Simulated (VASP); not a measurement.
# Ta3P4 (P4/mmm) in VASP: further runs

Ta3P4 is run at these levels: PBE; tasks: single point, relaxation of cell and atoms.

Program: VASP 6.6.1. These are calculated values, not measurements. Logs are shortened: lines on timing, memory, paths and dates and some standing lists are left out, and cuts for length are marked.

## 1. The cell of the first run

The structure is tetragonal, space group P4/mmm (No. 123). The conventional cell has a = 3.554 Å, b = 3.554 Å, c = 9.866 Å, α = 90.00°, β = 90.00°, γ = 90.00°. Ta (site symmetry 4mm) has 6 P at 2.40 to 2.53 Å within 3.2 Å. Within 3.3 Å of Ta (site symmetry 4/mmm) lie 6 P at 2.51 to 2.64 Å. P (site symmetry 4/mmm) has 6 Ta at 2.51 to 2.53 Å within 3.3 Å. Within 3.7 Å of P (site symmetry 4mm) lie 5 Ta at 2.52 to 2.64 Å and 12 P at 3.40 to 3.64 Å. P (site symmetry 4/mmm) has 2 Ta at 2.40 Å within 3.2 Å.

## 2. Single point, PBE (atoms taken out)

File INCAR:

```
SYSTEM = Ta3P4
ALGO = Normal ; EDIFF = 1E-6
ENCUT = 520 ; GGA = PE
ISIF = 2 ; ISMEAR = 0
LASPH = .True. ; LCHARG = .True.
LELF = .True. ; LREAL = .False.
LVHAR = .True. ; LWAVE = .False.
NBANDS = 36 ; NELM = 60
PREC = Accurate ; SIGMA = 0.1
```

File KPOINTS:

```
k-points
0
Gamma
  6 6 2
  0 0 0
```

File POSCAR:

```
Ta3P4
1.0
    3.5539293750      0.0000000000      0.0000000000
    0.0000000000      3.5539293750      0.0000000000
    0.0000000000      0.0000000000      9.8662582534
Ta P
3 4
Direct
    0.0000000000      0.0000000000      0.7562915559
    0.5000000000      0.5000000000      0.5000000000
    0.0000000000      0.0000000000      0.2437084441
    0.0000000000      0.0000000000      0.5000000000
    0.5000000000      0.5000000000      0.2325786622
    0.0000000000      0.0000000000      0.0000000000
    0.5000000000      0.5000000000      0.7674213378
```

Potentials or basis: VASP PAW PBE potentials, release 64 (Ta_pv, P).

Launch:

```bash
> cat potpaw_PBE.64/Ta_pv/POTCAR potpaw_PBE.64/P/POTCAR > POTCAR
> mpirun -np 1 vasp_std > vasp.out
```

OUTCAR:

```text
SYSTEM = Ta3P4
   EDIFF = 1E-6
   ENCUT = 520
   GGA = PE
   ISIF = 2
   ISMEAR = 0
   LASPH = .True.
   LREAL = .False.
   NELM = 60
   PREC = Accurate

 ion  position               nearest neighbor table
   1  0.000  0.000  0.756-   6 2.40   7 2.52   7 2.52   7 2.52   7 2.52   4 2.53   2 3.56   2 3.56
                             2 3.56   2 3.56
   2  0.500  0.500  0.500-   4 2.51   4 2.51   4 2.51   4 2.51   7 2.64   5 2.64   3 3.56   3 3.56
                             1 3.56   3 3.56   1 3.56   1 3.56   3 3.56   1 3.56
   3  0.000  0.000  0.244-   6 2.40   5 2.52   5 2.52   5 2.52   5 2.52   4 2.53   2 3.56   2 3.56
                             2 3.56   2 3.56
   4  0.000  0.000  0.500-   2 2.51   2 2.51   2 2.51   2 2.51   3 2.53   1 2.53
   5  0.500  0.500  0.233-   3 2.52   3 2.52   3 2.52   3 2.52   2 2.64
   6  0.000  0.000  0.000-   1 2.40   3 2.40
   7  0.500  0.500  0.767-   1 2.52   1 2.52   1 2.52   1 2.52   2 2.64

  LATTYP: Found a simple tetragonal cell.
 ALAT       =     3.5539293750
 C/A-ratio  =     2.7761548451

  Lattice vectors:

 A1 = (   3.5539293750,   0.0000000000,   0.0000000000)
 A2 = (   0.0000000000,   3.5539293750,   0.0000000000)
 A3 = (   0.0000000000,   0.0000000000,   9.8662582534)

Analysis of symmetry for initial positions (statically):
=====================================================================
 Subroutine PRICEL returns:
 Original cell was already a primitive cell.

 Routine SETGRP: Setting up the symmetry group for a
 simple tetragonal supercell.

 Subroutine GETGRP returns: Found 16 space group operations
 (whereof 16 operations were pure point group operations)
 out of a pool of 16 trial point group operations.

The static configuration has the point symmetry D_4h.

Analysis of symmetry for dynamics (positions and initial velocities):
=====================================================================
 Subroutine PRICEL returns:
 Original cell was already a primitive cell.

 Routine SETGRP: Setting up the symmetry group for a
 simple tetragonal supercell.

 Subroutine GETGRP returns: Found 16 space group operations
 (whereof 16 operations were pure point group operations)
 out of a pool of 16 trial point group operations.

The dynamic configuration has the point symmetry D_4h.

 Subroutine INISYM returns: Found 16 space group operations
 (whereof 16 operations are pure point group operations),
 and found     1 'primitive' translations

[... 105 lines left out ...]
   ISIF   =      2    stress and relaxation
   ISYM   =      2    0-nonsym 1-usesym 2-fastsym
   POTIM  = 0.5000    time-step for ionic-motion
   TEBEG  =    0.0;   TEEND  =   0.0 temperature during run
   PSTRESS=    0.0 pullay stress
   NELECT =      53.0000    total number of electrons
   NUPDOWN=      -1.0000    fix difference up-down
   EMIN   =  10.00;   EMAX   =-10.00  energy-range for DOS
   EFERMI =   0.00;   METHOD = LEGACY
   ISMEAR =     0;   SIGMA  =   0.10  broadening in eV -4-tet -1-fermi 0-gaus
   EFERMI_NEDOS =   21; number of points for ismear=-14 and -15
   IALGO  =     38    algorithm
   IMIX   =      4    mixing-type and parameters
     AMIX     =   0.40;   BMIX     =  1.00
     AMIX_MAG =   1.60;   BMIX_MAG =  1.00
  volume/ion in A,a.u.               =      17.80       120.13
  Fermi-wavevector in a.u.,A,eV,Ry     =   1.231148  2.326531 20.622680  1.515724
  Thomas-Fermi vector in A             =   2.365968
   LORBIT       =      0    0 simple, 1 ext, 2 COOP (PROOUT), +10 PAW based schemes
   GGA     = PE    functional components
   LHFCALC =     F    Hartree Fock is set to
   AEXX    =    0.0000 exact exchange contribution
   IVDW    =     0    specifies the selected vdW correction
   LEPSILON=     F    determine dielectric tensor
   LRPA    =     F    only Hartree local field effects (RPA)
 non-spin polarized calculation
 Gauss-broadening in eV      SIGMA  =   0.10
  energy-cutoff  :      520.00
  volume of cell :      124.61
 maximum number of plane-waves:      3381
 NGX is ok and might be reduce to    28
   NGX = 13   NGY = 13   NGZ = 37

 number of electron      52.9999998 magnetization

 Free energy of the ion-electron system (eV)
  ---------------------------------------------------
  ext. energy  EPLUGINS =         0.00000000
  ---------------------------------------------------
  free energy    TOTEN  =       -59.13171754 eV

  energy without entropy =      -59.10755441  energy(sigma->0) =      -59.11963598

 E-fermi :   6.8250     XC(G=0): -11.2587

 val. band max:        6.7926100108   @ k =   0.1667   0.0000   0.5000
 cond. band min:       6.8312617575   @ k =   0.5000   0.3333   0.5000
 fundamental gap:      0.0386517466
 Fermi energy:         6.8250106279

 k-point     1 :       0.0000    0.0000    0.0000
  band No.  band energies     occupation
      1     -28.6397      2.00000
      2     -28.6397      2.00000
      3     -28.5827      2.00000
      4     -28.3320      2.00000
      5     -28.3320      2.00000
      6     -28.3300      2.00000
[... 769 lines left out ...]
     35       9.3578      0.00000
     36       9.3855      0.00000

------------------------ aborting loop because EDIFF is reached ----------------------------------------

  FORCE on cell =-STRESS in cart. coord.  units (eV):
  Direction    XX          YY          ZZ          XY          YZ          ZX
  --------------------------------------------------------------------------------------
  -------------------------------------------------------------------------------------
  Total        0.1165702      0.1165702     -0.0624027      0.0000000      0.0000000     -0.0000000
  in kB        1.4987459      1.4987459     -0.8023128      0.0000000      0.0000000     -0.0000000
  external PRESSURE =       0.7317264 kB  Pullay stress =       0.0000000 kB

 VOLUME and BASIS-vectors are now :
 -----------------------------------------------------------------------------
  energy-cutoff  :      520.00
  volume of cell :      124.61
      direct lattice vectors                 reciprocal lattice vectors
     3.553929375  0.000000000  0.000000000     0.281378692  0.000000000  0.000000000
     0.000000000  3.553929375  0.000000000     0.000000000  0.281378692  0.000000000
     0.000000000  0.000000000  9.866258253     0.000000000  0.000000000  0.101355547

 POSITION                                       TOTAL-FORCE (eV/Angst)
 -----------------------------------------------------------------------------------
      0.00000      0.00000      7.46177         0.000000      0.000000     -0.015051
      1.77696      1.77696      4.93313         0.000000     -0.000000      0.000000
      0.00000      0.00000      2.40449        -0.000000     -0.000000      0.015051
      0.00000      0.00000      4.93313         0.000000     -0.000000      0.000000
      1.77696      1.77696      2.29468         0.000000     -0.000000     -0.001422
      0.00000      0.00000      0.00000         0.000000     -0.000000      0.000000
      1.77696      1.77696      7.57158         0.000000      0.000000      0.001422
 -----------------------------------------------------------------------------------
    total drift:                               -0.000000      0.000000      0.000000

  FREE ENERGIE OF THE ION-ELECTRON SYSTEM (eV)
  ---------------------------------------------------
  free  energy   TOTEN  =       -59.1317175439 eV

  energy  without entropy=      -59.1075544147  energy(sigma->0) =      -59.11963598
```

Run time: 80 s. Hardware: 1 thread of Intel Xeon 6975P-C (Granite Rapids), shared host; peak memory 0.26 GiB.

What came out:

```yaml
Free_energy: -59.1317 eV
Pressure: 0.1 GPa
Largest_force: 0.015 eV/Å
Band_gap_on_the_k_mesh: zero (an odd number of electrons rules out a gap without spin polarisation)
```

Forces on the atoms (eV/Å):
```
Ta   0.000  0.000 -0.015
Ta   0.000  0.000  0.000
Ta   0.000  0.000  0.015
P    0.000  0.000  0.000
P    0.000  0.000 -0.001
P    0.000  0.000  0.000
P    0.000  0.000  0.001
```

Stress tensor (GPa, compression positive):
```
 0.15  0.00  0.00
 0.00  0.15  0.00
 0.00  0.00 -0.08
```

Levels at points of the mesh, in eV from the Fermi level:
| k point | band 25 | band 26 | band 27 | band 28 | band 29 | band 30 |
| --- | --- | --- | --- | --- | --- | --- |
| (0.00, 0.00, 0.00) | -1.53 | -0.88 | -0.51 | -0.51 | -0.25 | 0.06 |
| (0.50, 0.00, 0.00) | -0.21 | 0.49 | 0.82 | 1.47 | 1.75 | 1.82 |
| (0.50, 0.50, 0.00) | -1.42 | -1.39 | -1.39 | 0.80 | 0.89 | 1.27 |
| (0.00, 0.00, 0.50) | -1.37 | -1.21 | -0.99 | -0.99 | -0.88 | -0.26 |
| (0.50, 0.00, 0.50) | -0.47 | 0.81 | 1.08 | 1.39 | 1.43 | 1.81 |
| (0.50, 0.50, 0.50) | -1.94 | -0.08 | -0.08 | 0.05 | 0.05 | 0.82 |

Caveat: the cell differs from its parent crystal (atoms taken out); spin-orbit coupling is left out, which moves the levels of the heavy elements.

## 3. Single point, PBE

File INCAR:

```
PREC = Accurate
ENCUT = 520
EDIFF = 1E-7
ISMEAR = 0
SIGMA = 0.2
LREAL = F
LASPH = T
NELM = 100
ALGO = Normal
ISIF = 2
LWAVE = F
LCHARG = F
GGA = PE
NBANDS = 36
```

File KPOINTS:

```
Automatic mesh
0
Gamma
  6 6 2
```

File POSCAR:

```
Ta3P4
1.0
    3.5556940358      0.0000000000      0.0000000000
    0.0000000000      3.5556940358      0.0000000000
    0.0000000000      0.0000000000      9.8485610303
Ta P
3 4
Direct
    0.0000000000      0.0000000000      0.7566750060
    0.5000000000      0.5000000000      0.5000000000
    0.0000000000      0.0000000000      0.2433249940
    0.0000000000      0.0000000000      0.5000000000
    0.5000000000      0.5000000000      0.2321371309
    0.0000000000      0.0000000000      0.0000000000
    0.5000000000      0.5000000000      0.7678628691
```

Potentials or basis: VASP PAW PBE potentials, release 64 (Ta_pv, P).

Launch:

```bash
> cat potpaw_PBE.64/Ta_pv/POTCAR potpaw_PBE.64/P/POTCAR > POTCAR
> mpirun -np 1 vasp_std > vasp.out
```

It took 97 s on 1 thread of Intel Xeon 6975P-C (Granite Rapids), shared host; peak memory 0.26 GiB.

Results (log left out):

* Free energy: -59.1680 eV
* Pressure: 0.2 GPa
* Largest force: 0.061 eV/Å
* Band gap on the k mesh: zero (an odd number of electrons rules out a gap without spin polarisation)

Forces on the atoms (eV/Å):
```
Ta   0.000  0.000 -0.061
Ta   0.000  0.000  0.000
Ta   0.000  0.000  0.061
P    0.000  0.000  0.000
P    0.000  0.000  0.001
P    0.000  0.000  0.000
P    0.000  0.000 -0.001
```

Stress tensor (GPa, compression positive):
```
0.10 0.00 0.00
0.00 0.10 0.00
0.00 0.00 0.52
```

Levels at points of the mesh, in eV from the Fermi level:
```csv
k point,band 23,band 24,band 25,band 26,band 27,band 28,band 29,band 30,band 31,band 32
"(0.00, 0.00, 0.00)",-1.93,-1.57,-1.57,-0.90,-0.54,-0.54,-0.27,0.04,0.45,0.45
"(0.50, 0.00, 0.00)",-2.92,-1.01,-0.27,0.45,0.81,1.45,1.72,1.79,2.27,2.34
"(0.50, 0.50, 0.00)",-2.69,-1.52,-1.46,-1.42,-1.42,0.78,0.86,1.25,1.71,1.71
"(0.00, 0.00, 0.50)",-1.95,-1.42,-1.42,-1.22,-1.02,-1.02,-0.90,-0.27,0.05,1.42
"(0.50, 0.00, 0.50)",-3.23,-0.62,-0.53,0.80,1.05,1.37,1.42,1.79,1.90,1.92
"(0.50, 0.50, 0.50)",-3.22,-3.09,-1.96,-0.10,-0.10,0.03,0.03,0.79,1.16,1.20
```

Caveat: spin-orbit coupling is left out, which moves the levels of the heavy elements.

## 4. Single point, PBE (atoms taken out)

File INCAR:

```
SYSTEM = Ta3P4
ALGO = Normal
EDIFF = 1E-7
ENCUT = 520
GGA = PE
ISIF = 2
ISMEAR = 0
LASPH = .TRUE.
LCHARG = .FALSE.
LREAL = .FALSE.
LWAVE = .FALSE.
NBANDS = 36
NELM = 60
PREC = Accurate
SIGMA = 0.1
```

File KPOINTS:

```
k-points
0
G
  6 6 2
  0 0 0
```

File POSCAR:

```
Ta3P4
1.0
    3.6062445800      0.0000000000      0.0000000000
    0.0000000000      3.6062445800      0.0000000000
    0.0000000000      0.0000000000     10.2000000000
Ta P
3 4
Direct
    0.0000000000      0.0000000000      0.7500000000
    0.5000000000      0.5000000000      0.5000000000
    0.0000000000      0.0000000000      0.2500000000
    0.0000000000      0.0000000000      0.5000000000
    0.5000000000      0.5000000000      0.2500000000
    0.0000000000      0.0000000000      0.0000000000
    0.5000000000      0.5000000000      0.7500000000
```

Launch:

```bash
> cat potpaw_PBE.64/Ta_pv/POTCAR potpaw_PBE.64/P/POTCAR > POTCAR
> mpirun -np 1 vasp_std > vasp.out
```

It took 86 s on 1 thread of Intel Xeon 6975P-C (Granite Rapids), shared host; peak memory 0.27 GiB.

Results (log left out):

```yaml
Free_energy: -58.8051 eV
Pressure: -6.3 GPa
Largest_force: 0.630 eV/Å
Band_gap_on_the_k_mesh: zero (an odd number of electrons rules out a gap without spin polarisation)
```

Forces on the atoms (eV/Å):
```
Ta   0.000  0.000  0.611
Ta   0.000  0.000  0.000
Ta   0.000  0.000 -0.611
P    0.000  0.000  0.000
P    0.000  0.000 -0.630
P    0.000  0.000  0.000
P    0.000  0.000  0.630
```

Stress tensor (GPa, compression positive):
```
-6.06  0.00  0.00
 0.00 -6.06  0.00
 0.00  0.00 -6.74
```

Levels at points of the mesh, in eV from the Fermi level:
| k point | band 22 | band 23 | band 24 | band 25 | band 26 | band 27 | band 28 | band 29 | band 30 | band 31 |
| --- | --- | --- | --- | --- | --- | --- | --- | --- | --- | --- |
| (0.00, 0.00, 0.00) | -2.19 | -1.98 | -1.13 | -1.13 | -0.89 | -0.29 | -0.16 | -0.16 | 0.05 | 0.32 |
| (0.50, 0.00, 0.00) | -3.90 | -2.68 | -1.22 | 0.15 | 0.48 | 0.73 | 1.34 | 1.58 | 1.61 | 1.94 |
| (0.50, 0.50, 0.00) | -2.20 | -2.20 | -1.47 | -1.43 | -1.43 | -1.41 | 0.68 | 0.74 | 1.10 | 1.53 |
| (0.00, 0.00, 0.50) | -2.19 | -1.96 | -1.31 | -0.89 | -0.84 | -0.84 | -0.83 | -0.83 | -0.29 | 0.05 |
| (0.50, 0.00, 0.50) | -4.07 | -2.92 | -0.80 | -0.17 | 0.73 | 1.10 | 1.16 | 1.20 | 1.61 | 1.65 |
| (0.50, 0.50, 0.50) | -3.06 | -3.06 | -2.72 | -1.67 | -0.11 | -0.11 | 0.01 | 0.01 | 0.69 | 1.01 |

Caveat: the cell differs from its parent crystal (atoms taken out); the cell stands under tension; spin-orbit coupling is left out, which moves the levels of the heavy elements.

(Part 1 of 2 ends here.)
